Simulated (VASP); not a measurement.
Wanted: the native input for a VASP 6.6.1 run.

```
Task                   : single point
Functional             : PBE
Potentials or basis    : VASP PAW PBE potentials, release 64 (Hf_pv, O)
Cutoff                 : 520 eV
k mesh                 : 6 × 6 × 4
Occupations            : gaussian, width 0.01 eV
Spin                   : no spin polarisation
Dipole correction      : no
Further INCAR settings : ALGO = Normal; EDIFF = 1e-07; NBANDS = 31
```

The structure of HfO2 lies in POSCAR:

```
HfO2
1.0
    3.5580193300      0.0000000000      0.0000000000
    0.0000000000      3.5580193300      0.0000000000
    0.0000000000      0.0000000000      5.1718612100
Hf O
2 4
Direct
    0.5000000014      0.5000000014      0.5000000010
    0.0000000000      0.0000000000      0.0000000000
    0.0000000000      0.5000000014      0.6972078800
    0.5000000014      0.0000000000      0.8027921209
    0.5000000014      0.0000000000      0.3027921200
    0.0000000000      0.5000000014      0.1972078791
```

The input as run:

INCAR

```
ALGO     = Normal         # electronic algorithm
EDIFF    = 1E-7           # SCF threshold, eV
ENCUT    = 520            # plane-wave cutoff, eV
GGA      = PE             # functional
ISIF     = 2              # what is computed and relaxed
ISMEAR   = 0              # smearing method
LASPH    = True           # aspherical terms in the spheres
LCHARG   = False          # write CHGCAR
LREAL    = False          # projectors in reciprocal space
LWAVE    = False          # write WAVECAR
NBANDS   = 31             # bands
NELM     = 100            # most SCF steps
PREC     = Accurate       # precision mode
SIGMA    = 0.01           # smearing width, eV
```

KPOINTS

```
k-points
0
Gamma
  6 6 4
```

Potentials or basis: VASP PAW PBE potentials, release 64 (Hf_pv, O).

The run is started by

```sh
$ cat potpaw_PBE.64/Hf_pv/POTCAR potpaw_PBE.64/O/POTCAR > POTCAR
$ mpirun -np 1 vasp_std > vasp.out
```

Results of the run:

- Pressure: 6.5 GPa
- Largest force: 0.099 eV/Å
- Band gap on the k mesh: 4.76 eV, indirect (least direct gap 4.83 eV)

Caveat: spin-orbit coupling is left out, which moves the levels of the heavy elements.

Wall time 110 s on 1 thread of AMD EPYC 7R43 64-Core Processor (Zen 3), with other jobs on the host, peak memory 0.16 GiB.
